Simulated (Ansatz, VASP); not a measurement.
# B5C in VASP and in Ansatz

File INCAR:

```
SYSTEM = B5C
PREC = Accurate
ENCUT = 520
EDIFF = 1E-6
ISMEAR = 0
SIGMA = 0.1
LREAL = .FALSE.
LASPH = .TRUE.
NELM = 150
ALGO = Normal
ISIF = 2
LWAVE = .FALSE.
LCHARG = .TRUE.
ISPIN = 2
MAGMOM = 0 0 0 0 0 1
LORBIT = 11
GGA = PE
LELF = .TRUE.
LVHAR = .TRUE.
NBANDS = 22
```

File KPOINTS:

```
regular mesh
0
G
  6 6 6
  0 0 0
```

The input POSCAR:

```
B5C
1.0
    4.1015698024      0.0000000000      0.0000000000
   -2.0507849012      3.5520636443      0.0000000000
    0.0000000000      0.0000000000      2.8588851258
B C
5 1
Direct
    0.3333333333      0.6666666667      0.0000000000
    0.6666666667      0.3333333333      0.0000000000
    0.5000000000      0.0000000000      0.5000000000
    0.5000000000      0.5000000000      0.5000000000
    0.0000000000      0.5000000000      0.5000000000
    0.0000000000      0.0000000000      0.0000000000
```

Input for Ansatz:

```yaml
crystal:
  lattice:
    - [4.1015698024, 0.0, 0.0]
    - [-2.0507849012, 3.5520636443, 0.0]
    - [0.0, 0.0, 2.8588851258]
  atoms:
    - { symbol: B, position: [0.3333333333, 0.6666666667, 0.0] }
    - { symbol: B, position: [0.6666666667, 0.3333333333, 0.0] }
    - { symbol: B, position: [0.5, 0.0, 0.5] }
    - { symbol: B, position: [0.5, 0.5, 0.5] }
    - { symbol: B, position: [0.0, 0.5, 0.5] }
    - { symbol: C, position: [0.0, 0.0, 0.0], spin: 1.0 }
basis:
  ecutwfc: 420
kpoints:
  mp_grid: { grid: [6, 6, 6] }
hamiltonian:
  xc: pbe
scf:
  occupations: { method: gaussian, width: 0.1 }
  lower_state_search: "off"
output:
  forces: true
  stress: true
  eigenvalues: true
  populations: true
magnetization:
  spin_polarized: true
```

Change from the starting cell: species swapped into the SmFe5 type (P6/mmm, No. 191).

Alike in both runs: task single point; functional PBE; k mesh 6 × 6 × 6; occupations gaussian, width 0.1 eV; collinear spin.

```csv
,VASP,Ansatz
version,VASP 6.6.1,Ansatz 0.2.0
potentials or method,"VASP PAW PBE potentials, release 64 (B, C), cutoff 520 eV","scalar-relativistic, plane waves, PAW"
valence electrons in the cell,19,19
```

VASP gave:

- gap on the k mesh at the Fermi level (eV): none
- pressure (GPa): -0.3
- traceless stress, the component that is largest in VASP (GPa): -0.08
- net moment per atom (μB): 0.00

Task: Estimate Ansatz's values.

Result: gap on the k mesh at the Fermi level (eV): none; pressure (GPa): -0.2; traceless stress, the component that is largest in VASP (GPa): -0.15; net moment per atom (μB): 0.00.

A gap of «none» marks a metal or a gap that the smearing closes. Ansatz's warnings: seeded moment not kept.

The k mesh is coarse, so the values compare programs but aren't converged.
